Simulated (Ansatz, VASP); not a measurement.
## Two plane-wave programs on AlB3P4

```
B P Al
1.0
     3.33802    0.00000    0.00000
     0.00000    3.33802    0.00000
     0.00000    0.00000    9.80063
B P Al
3 4 1
Direct
  0.00000 0.00000 0.77231
  0.50000 0.50000 0.00000
  0.00000 0.00000 0.22769
  0.00000 0.50000 0.88619
  0.50000 0.00000 0.11381
  0.00000 0.50000 0.34002
  0.50000 0.00000 0.65998
  0.50000 0.50000 0.50000
```

Alike in both runs: task single point; functional PBE0; k mesh 4 × 4 × 2; no spin polarisation.

|  | VASP | Ansatz |
| --- | --- | --- |
| version | VASP 6.6.1 | Ansatz 0.2.0 |
| potentials or method | VASP PAW PBE potentials, release 64 (B, P, Al) | plane waves, PAW |
| plane-wave cutoff (eV) | 420 | 420 |
| occupations | gaussian, width 0.01 eV | fixed |
| valence electrons in the cell | 32 | 32 |

|  | VASP | Ansatz | Ansatz less VASP |
| --- | --- | --- | --- |
| gap on the k mesh at the Fermi level (eV) | 2.03 | 2.00 | -0.028 |
| rms of the force components (eV/Å) | 0.032 | 0.031 | -0.0004 |

Ansatz's warnings: stress exchange threshold loose, stress scf threshold loose.

The k mesh is coarse, so the values compare programs but aren't converged.
